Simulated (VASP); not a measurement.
**Rh: single point with BLYP**

The system is Rh.

```
Rh
1.0
     0.00000    1.92448    1.92448
     1.92448    0.00000    1.92448
     1.92448    1.92448    0.00000
Rh
1
Cartesian
  0.0000 0.0000 0.0000
```

This cell differs from its parent crystal: volume scaled by 0.96.

* Program: VASP 6.6.1
* Task: single point
* Functional: BLYP
* Potentials or basis: VASP PAW PBE potentials, release 64 (Rh_pv)
* Cutoff: 520 eV
* k mesh: 23 × 23 × 23
* Occupations: fermi-dirac, width 0.1 eV
* Spin: no spin polarisation
* Dipole correction: no
* Further INCAR settings: ALGO = Normal; EDIFF = 1e-06; NBANDS = 14

The pressure is 10.2 GPa.

Levels at points of the mesh, in eV from the Fermi level:
```tsv
k point	band 5	band 6	band 7	band 8	band 9	band 10
(0.00, 0.00, 0.00)	-2.90	-2.90	-2.90	-0.96	-0.96	16.32
```

It took 29 s on 1 thread of Intel(R) Xeon(R) 6975P-C (Granite Rapids) (shared host), peak memory 0.18 GiB.

Caveat: the PAW data sets were made with another functional, which shifts forces and pressure a little.
